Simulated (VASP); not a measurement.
Here is a VASP 6.6.1 calculation.

Contents of INCAR:

```
SYSTEM = Ti3S2
ALGO     = Normal         ! electronic algorithm
EDIFF    = 1E-7           ! SCF threshold, eV
EDIFFG   = -0.04          ! ionic threshold
ENCUT    = 600            ! plane-wave cutoff, eV
GGA      = PE             ! functional
IBRION   = 2              ! ionic algorithm
ISIF     = 3              ! what is computed and relaxed
ISMEAR   = 0              ! smearing method
LASPH    = .TRUE.         ! aspherical terms in the spheres
LCHARG   = .FALSE.        ! write CHGCAR
LREAL    = .FALSE.        ! projectors in reciprocal space
LWAVE    = .FALSE.        ! write WAVECAR
NELM     = 100            ! most SCF steps
NSW      = 90             ! ionic steps
PREC     = Accurate       ! precision mode
SIGMA    = 0.1            ! smearing width, eV
```

The input KPOINTS:

```
k-points
0
G
  6 6 6
  0 0 0
```

Contents of POSCAR:

```
Ti3S2
1.0
    1.7556562083      1.0136285844      8.1383570919
   -1.7556562083      1.0136285844      8.1383570919
    0.0000000000     -2.0272571689      8.1383570919
Ti S
3 2
Direct
    0.0000000000      0.0000000000      0.0000000000
    0.2095000000      0.2095000000      0.2095000000
    0.7905000000      0.7905000000      0.7905000000
    0.4000000000      0.4000000000      0.4000000000
    0.6000000000      0.6000000000      0.6000000000
```

Potentials or basis: VASP PAW PBE potentials, release 64 (Ti_sv, S).

Command:

```sh
$ cat potpaw_PBE.64/Ti_sv/POTCAR potpaw_PBE.64/S/POTCAR > POTCAR
$ mpirun -np 1 vasp_std > vasp.out
```

Question: What does it give for the relaxed volume?

Answer: 15.95 Å³/atom.

Question: Estimate the space group after relaxing (to 0.1 Å).

Answer: R-3m (No. 166).

Final structure:
```xyz
5
Lattice="1.7008 0.9819 7.9601 -1.7008 0.9819 7.9601 0.0000 -1.9639 7.9601" Properties=species:S:1:pos:R:3 pbc="T T T"
Ti    0.0000    1.9639   15.9202
Ti    0.0000    0.0000    5.0890
Ti    0.0000    0.0000   18.7914
S     0.0000    0.0000    9.4520
S     0.0000    0.0000   14.4284
```
